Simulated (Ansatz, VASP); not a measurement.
# Rh: VASP beside Ansatz

```
Rh
1.0
     0.00000    1.86273    1.86273
     1.86273    0.00000    1.86273
     1.86273    1.86273    0.00000
Rh
1
Direct
  0.00000 0.00000 0.00000
```

Change from the starting cell: volume scaled by 0.94, crystal datasets.

Alike in both runs: task electric field gradients; functional PBEsol; k mesh 16 × 16 × 16; occupations fermi-dirac, width 0.08 eV; no spin polarisation.

|  | VASP | Ansatz |
| --- | --- | --- |
| version | VASP 6.6.1 | Ansatz 0.2.0 |
| potentials or method | VASP PAW PBE potentials, release 64 (Rh_pv), cutoff 400 eV | all-electron PAW with datasets made for the crystal, scalar-relativistic |

```csv
,VASP,Ansatz,Ansatz less VASP
pressure (GPa),13.3,14.7,+1.33
```

VASP's potentials were made for PBE, not for PBEsol. Ansatz ran all-electron here, and VASP with PAW potentials.
